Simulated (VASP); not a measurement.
## LiCl: single point with PBE

Crystal: LiCl.

```
Li Cl
1.0
     0.00000    2.52257    2.52257
     2.52257    0.00000    2.52257
     2.52257    2.52257    0.00000
Li Cl
1 1
Direct
  0.00000 0.00000 0.00000
  0.50000 0.50000 0.50000
```

This cell differs from its parent crystal: volume scaled by 0.94.

```
Program             : VASP 6.6.1
Task                : single point
Functional          : PBE
Potentials or basis : VASP PAW PBE potentials, release 64 (Li_sv, Cl)
Cutoff              : 520 eV
k mesh              : 8 × 8 × 8
Occupations         : gaussian, width 0.02 eV
Spin                : no spin polarisation
```

```
Band gap on the k mesh : 6.64 eV, direct
```

Levels at points of the mesh, in eV from the valence-band top:
```
           k point  band 3  band 4  band 5  band 6  band 7  band 8
(0.00, 0.00, 0.00)    0.00    0.00    0.00    6.64   11.98   11.98
(0.50, 0.00, 0.00)   -3.02   -0.28   -0.28    6.81    9.52    9.52
(0.50, 0.50, 0.00)   -3.13   -1.20   -1.20    8.00    8.21   12.87
```

Wall time 12 s on 1 thread of AMD EPYC 7R13 Processor (Zen 3) (shared host), peak memory 0.12 GiB.

 A k mesh can miss the band edges.
